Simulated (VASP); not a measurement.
Set up this calculation in VASP 6.6.1, as the native input.

```yaml
Task: single point
Functional: PBE
Potentials_or_basis: VASP PAW PBE potentials, release 64 (Hg, Mn_pv)
Cutoff: 520 eV
k_mesh: 7 × 7 × 7
Occupations: fermi-dirac, width 0.05 eV
Spin: collinear spin, ferromagnetic start
Starting_moments: "[0.0, 4.0] μB"
Fixed_moment: 4 μB
Dipole_correction: no
Further_INCAR_settings: ALGO = Normal; EDIFF = 1e-07; NBANDS = 24
```

The structure of MnHg lies in POSCAR:

```
MnHg
1.0
    3.3150000000      0.0000000000      0.0000000000
    0.0000000000      3.3150000000      0.0000000000
    0.0000000000      0.0000000000      3.3150000000
Hg Mn
1 1
Direct
    0.0000000000      0.0000000000      0.0000000000
    0.5000000000      0.5000000000      0.5000000000
```

These files were run (other wordings do the same):

INCAR

```
ALGO = Normal
EDIFF = 1E-7
ENCUT = 520
GGA = PE
ISIF = 2
ISMEAR = -1
ISPIN = 2
LASPH = True
LCHARG = False
LMAXMIX = 4
LORBIT = 11
LREAL = False
LWAVE = False
MAGMOM = 0 4
NBANDS = 24
NELM = 150
NUPDOWN = 4.0
PREC = Accurate
SIGMA = 0.05
```

KPOINTS

```
k-points
0
Gamma
  7 7 7
```

Potentials or basis: VASP PAW PBE potentials, release 64 (Hg, Mn_pv).

Run with:

```bash
$ cat potpaw_PBE.64/Hg/POTCAR potpaw_PBE.64/Mn_pv/POTCAR > POTCAR
$ mpirun -np 1 vasp_std > vasp.out
```

It gave:

* Pressure: 1.6 GPa
* Net moment: 4.00 μB per cell
* Site moments: Hg -0.04; Mn +3.88 μB
* Valence electrons inside the program's atomic spheres: Hg 10.60; Mn 11.39

Caveat: the total moment is fixed, so each spin has its own Fermi level.

Wall time 25 s on 1 thread of Intel(R) Xeon(R) Platinum 8488C (Sapphire Rapids) (shared host), peak memory 0.18 GiB.
